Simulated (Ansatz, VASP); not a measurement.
**One calculation of Rb2HgN, two programs**

```xyz
4
Lattice="4.7486 0.0000 0.0000 0.0000 4.7486 0.0000 0.0000 0.0000 5.8144" Properties=species:S:1:pos:R:3 pbc="T T T"
Rb    0.0000    0.0000    0.0000
Rb    2.3743    2.3743    0.0000
Hg    2.3743    2.3743    2.9072
N     0.0000    0.0000    2.9072
```

Alike in both runs: task single point; functional PBE; k mesh 4 × 4 × 4; occupations gaussian, width 0.1 eV; no spin polarisation.

```csv
,VASP,Ansatz
version,VASP 6.6.1,Ansatz 0.2.0
potentials or method,"VASP PAW PBE potentials, release 64 (Rb_sv, Hg, N), cutoff 520 eV","scalar-relativistic, plane waves, PAW"
valence electrons in the cell,35,43
```

Ansatz gave:

| Item | Value |
| --- | --- |
| gap on the k mesh at the Fermi level (eV) | none |
| pressure (GPa) | 2.2 |
| traceless stress, the component that is largest in VASP (GPa) | 0.14 |

**Question.** Which values does VASP return?

**Answer.** gap on the k mesh at the Fermi level (eV): none; pressure (GPa): 2.3; traceless stress, the component that is largest in VASP (GPa): 0.27.

A gap of «none» marks a metal or a gap that the smearing closes. With one functional, cell and mesh, what is left measures potentials, basis and numerics. VASP's potentials hold 35 valence electrons a cell and Ansatz's 43, so a difference there can come from the potentials and not from the codes.

Spin-orbit coupling is off throughout.
